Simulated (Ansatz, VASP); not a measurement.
## BaTe: VASP beside Ansatz

```
CELL_PARAMETERS angstrom
4.84902 0.00000 0.00000
-2.42451 4.19938 0.00000
0.00000 0.00000 8.60694
ATOMIC_POSITIONS crystal
Ba 0.66667 0.33333 0.75000
Ba 0.33333 0.66667 0.25000
Te 0.00000 0.00000 0.00000
Te 0.00000 0.00000 0.50000
```

Alike in both runs: task relaxation of cell and atoms; functional PBE; k mesh 6 × 6 × 4; occupations gaussian, width 0.02 eV; no spin polarisation.

|  | VASP | Ansatz |
| --- | --- | --- |
| version | VASP 6.6.1 | Ansatz 0.2.0 |
| potentials or method | VASP PAW PBE potentials, release 64 (Ba_sv, Te), cutoff 600 eV | scalar-relativistic, plane waves, PAW |
| valence electrons in the cell | 32 | 52 |

|  | VASP | Ansatz | Ansatz less VASP |
| --- | --- | --- | --- |
| gap on the k mesh at the Fermi level, each at its own relaxed structure (eV) | 1.33 | 1.37 | +0.035 |
| relaxed volume (Å³/atom) | 44.29 | 43.82 | -0.478 |
| relaxed length of the cell vector where the two differ most in proportion (Å) | 8.640 | 8.607 | -0.0332 |

VASP's potentials hold 32 valence electrons a cell and Ansatz's 52, so a difference there can come from the potentials and not from the codes.

Spin-orbit coupling is off throughout.
